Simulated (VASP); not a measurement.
# BiP2 (Fm-3m) in VASP: notebook, part 2 of 2

VASP 6.6.1.

## (4) Relaxation of cell and atoms, PBE

This run uses another cell than the first one, of 25.40 Å³/atom.

File INCAR:

```
SYSTEM = BiP2
ALGO     = Normal         ! electronic algorithm
EDIFF    = 1E-6           ! SCF threshold, eV
EDIFFG   = -0.01          ! ionic threshold
ENCUT    = 600            ! plane-wave cutoff, eV
GGA      = PE             ! functional
IBRION   = 2              ! ionic algorithm
ISIF     = 3              ! what is computed and relaxed
ISMEAR   = 0              ! smearing method
LASPH    = .TRUE.         ! aspherical terms in the spheres
LCHARG   = .FALSE.        ! write CHGCAR
LREAL    = .FALSE.        ! projectors in reciprocal space
LWAVE    = .FALSE.        ! write WAVECAR
NELM     = 80             ! most SCF steps
NSW      = 100            ! ionic steps
PREC     = Accurate       ! precision mode
SIGMA    = 0.1            ! smearing width, eV
```

File KPOINTS:

```
k-points
0
G
  12 12 12
  0 0 0
```

File POSCAR:

```
BiP2
1.0
    0.0000000000      3.3648986570      3.3648986570
    3.3648986570      0.0000000000      3.3648986570
    3.3648986570      3.3648986570      0.0000000000
Bi P
1 2
Direct
    0.0000000000      0.0000000000      0.0000000000
    0.2500000000      0.2500000000      0.2500000000
    0.7500000000      0.7500000000      0.7500000000
```

Potentials or basis: VASP PAW PBE potentials, release 64 (Bi_d, P).

Command:

```console
$ cat potpaw_PBE.64/Bi_d/POTCAR potpaw_PBE.64/P/POTCAR > POTCAR
$ mpirun -np 1 vasp_std > vasp.out
```

OUTCAR:

```text
SYSTEM = BiP2
   EDIFF = 1E-6
   EDIFFG = -0.01
   ENCUT = 600
   GGA = PE
   IBRION = 2
   ISIF = 3
   ISMEAR = 0
   LASPH = .TRUE.
   LREAL = .FALSE.
   NELM = 80
   NSW = 100
   PREC = Accurate

 ion  position               nearest neighbor table
   1  0.000  0.000  0.000-   3 2.91   3 2.91   3 2.91   2 2.91   3 2.91   2 2.91   2 2.91   2 2.91

   2  0.250  0.250  0.250-   1 2.91   1 2.91   1 2.91   1 2.91
   3  0.750  0.750  0.750-   1 2.91   1 2.91   1 2.91   1 2.91

[... 701 lines left out ...]
  FORCE on cell =-STRESS in cart. coord.  units (eV):
  Direction    XX          YY          ZZ          XY          YZ          ZX
  --------------------------------------------------------------------------------------
  -------------------------------------------------------------------------------------
  Total        0.0168784      0.0168784      0.0168784      0.0000000      0.0000000      0.0000000
  in kB        0.3556249      0.3556249      0.3556249      0.0000000      0.0000000      0.0000000
  external PRESSURE =       0.3556249 kB  Pullay stress =       0.0000000 kB

 VOLUME and BASIS-vectors are now :
 -----------------------------------------------------------------------------
  energy-cutoff  :      600.00
  volume of cell :       76.04
      direct lattice vectors                 reciprocal lattice vectors
    -0.000000000  3.362583916  3.362583916    -0.148695174  0.148695174  0.148695174
     3.362583916 -0.000000000  3.362583916     0.148695174 -0.148695174  0.148695174
     3.362583916  3.362583916 -0.000000000     0.148695174  0.148695174 -0.148695174

 POSITION                                       TOTAL-FORCE (eV/Angst)
 -----------------------------------------------------------------------------------
     -0.00000      3.36258      3.36258        -0.000000     -0.000000     -0.000000
      1.68129      1.68129      1.68129         0.000000      0.000000      0.000000
      5.04388      5.04388      5.04388        -0.000000     -0.000000     -0.000000
 -----------------------------------------------------------------------------------
    total drift:                               -0.000000     -0.000000      0.000000

  FREE ENERGIE OF THE ION-ELECTRON SYSTEM (eV)
  ---------------------------------------------------
  free  energy   TOTEN  =       -12.2604324623 eV

  energy  without entropy=      -12.2478626398  energy(sigma->0) =      -12.25414755

 reached required accuracy - stopping structural energy minimisation
```

OSZICAR:

```text
N       E                     dE             d eps       ncg     rms          rms(c)
DAV:   1     0.190926733514E+03    0.19093E+03   -0.12874E+04  2304   0.167E+03
DAV:   2     0.260070090099E+01   -0.18833E+03   -0.18681E+03  2472   0.391E+02
[... 13 lines left out ...]
DAV:   1    -0.122612292252E+02   -0.82350E-03   -0.23840E-02  2936   0.241E+00    0.150E-01
DAV:   2    -0.122605693793E+02    0.65985E-03   -0.12977E-03  3008   0.620E-01    0.640E-02
DAV:   3    -0.122604255063E+02    0.14387E-03   -0.64104E-04  2904   0.388E-01    0.977E-03
DAV:   4    -0.122604292788E+02   -0.37725E-05   -0.22240E-05  2760   0.524E-02    0.478E-03
DAV:   5    -0.122604319629E+02   -0.26841E-05   -0.35595E-06  2248   0.266E-02    0.314E-03
DAV:   6    -0.122604324623E+02   -0.49942E-06   -0.76002E-07  1472   0.147E-02
   2 F= -.12260432E+02 E0= -.12254148E+02  d E =-.260511E-04
```

CONTCAR:

```text
BiP2
   1.00000000000000
    -0.0000000000000000    3.3625839159667414    3.3625839159667414
     3.3625839159667414   -0.0000000000000000    3.3625839159667414
     3.3625839159667414    3.3625839159667414   -0.0000000000000000
  Bi              P
     1     2
Direct
     1.0000000000000000    0.0000000000000000    0.0000000000000000
     0.2500000000000000    0.2500000000000000    0.2500000000000000
     0.7500000000000000    0.7500000000000000    0.7500000000000000

  0.00000000E+00  0.00000000E+00  0.00000000E+00
  0.00000000E+00  0.00000000E+00  0.00000000E+00
  0.00000000E+00  0.00000000E+00  0.00000000E+00
```

Wall time 70 s (1 thread of Intel Xeon 6975P-C (Granite Rapids), shared host); peak memory 0.31 GiB.

Results:

```
Free energy                           : -12.2604 eV
Relaxed volume                        : 25.35 Å³/atom
Relaxed cell                          : a = 4.755 Å, b = 4.755 Å, c = 4.755 Å, α = 60.00°, β = 60.00°, γ = 60.00°
Space group after relaxing (to 0.1 Å) : Fm-3m (No. 225)
Energy gained by relaxing             : 0.0 meV/atom
Ionic steps                           : 2
Pressure after relaxing               : 0.0 GPa
Band gap on the k mesh                : zero (an odd number of electrons rules out a gap without spin polarisation)
```

Final structure:
```yaml
crystal:
  lattice:
    - [0.00000, 3.36258, 3.36258]
    - [3.36258, 0.00000, 3.36258]
    - [3.36258, 3.36258, 0.00000]
  atoms:
    - { symbol: Bi, position: [0.00000, 0.00000, 0.00000] }
    - { symbol: P, position: [0.25000, 0.25000, 0.25000] }
    - { symbol: P, position: [0.75000, 0.75000, 0.75000] }
```

Caveat: spin-orbit coupling is left out, which moves the levels of the heavy elements; an odd number of electrons without spin polarisation forces a metal; a magnetic or distorted state may lie lower.

## (5) Overview

```tsv
task	cell	k mesh	cutoff (eV)	gap on the mesh (eV)	pressure (GPa)	relaxed volume (Å³/atom)
relaxation of cell and atoms	relaxed from a = 4.486 Å, angles 60.0°, 3 atoms	6 × 6 × 6	600	none	0.0	25.43
single point	a = 4.755 Å, angles 60.0°, 3 atoms	12 × 12 × 12	520	none	0.0	-
relaxation of cell and atoms	relaxed from a = 4.759 Å, angles 60.0°, 3 atoms	12 × 12 × 12	600	none	0.0	25.35
```

Alike in all rows: level PBE; potentials or basis VASP PAW PBE potentials, release 64 (Bi_d, P); no spin polarisation; smearing gaussian 0.1 eV.

Caveats: spin-orbit coupling is left out, which moves the levels of the heavy elements; an odd number of electrons without spin polarisation forces a metal; a magnetic or distorted state may lie lower; the volume moved by over 15 % at a fixed basis, so the end points are rough (at least some runs).

Absolute energies hang on the potentials; compare differences alone.
